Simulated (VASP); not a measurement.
Input of a VASP 6.6.1 run:

The input INCAR:

```
SYSTEM = AlN
PREC = Accurate
ENCUT = 520
EDIFF = 1E-7
ISMEAR = -1
SIGMA = 0.05
LREAL = .FALSE.
LASPH = .TRUE.
NELM = 80
ALGO = Normal
ISIF = 2
LWAVE = .FALSE.
LCHARG = .TRUE.
GGA = PS
LELF = .TRUE.
LVHAR = .TRUE.
NBANDS = 11
```

File KPOINTS:

```
Automatic mesh
0
G
  14 14 14
  0 0 0
```

Contents of POSCAR:

```
AlN
1.0
    2.1886794805      2.1886794805      0.0000000000
   -2.1886794805      2.1886794805      0.0000000000
    0.0000000000      2.1886794805      2.1886794805
Al N
1 1
Direct
    0.0000000000      0.0000000000      0.0000000000
    0.2500000000      0.7500000000      0.5000000000
```

Potentials or basis: VASP PAW PBE potentials, release 64 (Al, N).

Run with:

```console
$ cat potpaw_PBE.64/Al/POTCAR potpaw_PBE.64/N/POTCAR > POTCAR
$ mpirun -np 1 vasp_std > vasp.out
```

(1) Estimate the band gap on the k mesh.

(2) Predict the pressure.

## Answers

(1) 3.18 eV (least direct gap 4.08 eV).

(2) 0.0 GPa.

Caveat: the PAW data sets were made with another functional, which shifts forces and pressure a little.
